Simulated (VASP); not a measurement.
**MnS: single point with LDA**

The system is MnS.

```
Mn S
1.0
     3.37363    0.00000    0.00000
    -1.68682    2.92165    0.00000
     0.00000    0.00000    5.87972
Mn S
2 2
Direct
  0.66667 0.33333 0.49451
  0.33333 0.66667 0.99451
  0.33333 0.66667 0.63049
  0.66667 0.33333 0.13049
```

| Property | Result |
| --- | --- |
| Program | VASP 6.6.1 |
| Task | single point |
| Functional | LDA |
| Potentials or basis | VASP PAW LDA potentials, release 64 (Mn_sv, S) |
| Cutoff | 680 eV |
| k mesh | 8 × 8 × 4 |
| Occupations | fermi-dirac, width 0.05 eV |
| Spin | collinear spin, ferromagnetic start |
| Starting moments | [4.0, 4.0, 0.0, 0.0] μB |
| Dipole correction | no |
| Further INCAR settings | ALGO = Normal; EDIFF = 1e-06; NBANDS = 33 |

| Item | Value |
| --- | --- |
| Pressure | -0.3 GPa |
| Net moment | 0.14 μB per cell |
| Site moments | Mn +0.07; S -0.00 μB |
| Valence electrons inside the program's atomic spheres | Mn 13.20; S 3.75 |

Levels at points of the mesh, in eV from the Fermi level:
Spin up:
| k point | band 17 | band 18 | band 19 | band 20 | band 21 | band 22 | band 23 | band 24 | band 25 | band 26 |
| --- | --- | --- | --- | --- | --- | --- | --- | --- | --- | --- |
| (0.00, 0.00, 0.00) | -1.11 | -1.11 | -0.58 | -0.51 | -0.51 | 2.25 | 2.25 | 3.54 | 4.04 | 4.04 |
| (0.50, 0.00, 0.00) | -1.58 | -1.52 | -0.30 | -0.24 | -0.23 | -0.04 | 0.29 | 0.43 | 1.74 | 2.40 |
| (0.00, 0.00, 0.50) | -0.75 | -0.75 | -0.75 | -0.75 | 1.06 | 1.06 | 2.99 | 2.99 | 2.99 | 2.99 |
| (0.50, 0.00, 0.50) | -0.99 | -0.99 | -0.28 | -0.28 | -0.25 | -0.25 | 0.87 | 0.87 | 1.37 | 1.37 |
Spin down:
```csv
k point,band 19,band 20,band 21,band 22,band 23,band 24
"(0.00, 0.00, 0.00)",-0.54,-0.44,-0.44,2.28,2.28,3.56
"(0.50, 0.00, 0.00)",-0.23,-0.20,-0.18,0.04,0.32,0.49
"(0.00, 0.00, 0.50)",-0.68,-0.68,1.10,1.10,3.01,3.01
"(0.50, 0.00, 0.50)",-0.23,-0.23,-0.18,-0.18,0.91,0.91
```

It took 120 s on 1 thread of Intel(R) Xeon(R) Platinum 8559C (Emerald Rapids), on a shared host, peak memory 0.26 GiB.

Caveat: semilocal functionals often make such compounds metallic where correlation or magnetic order opens a gap, which also shifts bond lengths. With open d or f shells a metallic result of LDA can be an artefact of self-interaction; +U or a hybrid may open a gap.
